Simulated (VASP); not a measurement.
Here is a VASP 6.6.1 calculation.

INCAR

```
ALGO = Normal ; EDIFF = 1E-8
ENCUT = 520 ; GGA = PS
ISIF = 2 ; ISMEAR = -1
LASPH = True ; LCHARG = False
LEFG = True ; LREAL = False
LWAVE = False ; NBANDS = 18
NELM = 100 ; PREC = Accurate
SIGMA = 0.05
```

File KPOINTS:

```
k-points
0
Gamma
  10 10 10
```

The input POSCAR:

```
BiTe
1.0
    0.0000000000      3.2533160000      3.2533160000
    3.2533160000      0.0000000000      3.2533160000
    3.2533160000      3.2533160000      0.0000000000
Bi Te
1 1
Direct
    0.0000000000      0.0000000000      0.0000000000
    0.5000000000      0.5000000000      0.5000000000
```

Potentials or basis: VASP PAW PBE potentials, release 64 (Bi_d, Te).

Launch:

```bash
$ cat potpaw_PBE.64/Bi_d/POTCAR potpaw_PBE.64/Te/POTCAR > POTCAR
$ mpirun -np 1 vasp_std > vasp.out
```

What does it give for the pressure?

-2.5 GPa.

Caveat: without QUAD_EFG the Cq values of the log hold for a quadrupole moment of 1 mb, not for the nuclei; the PAW data sets were made with another functional, which shifts forces and pressure a little.
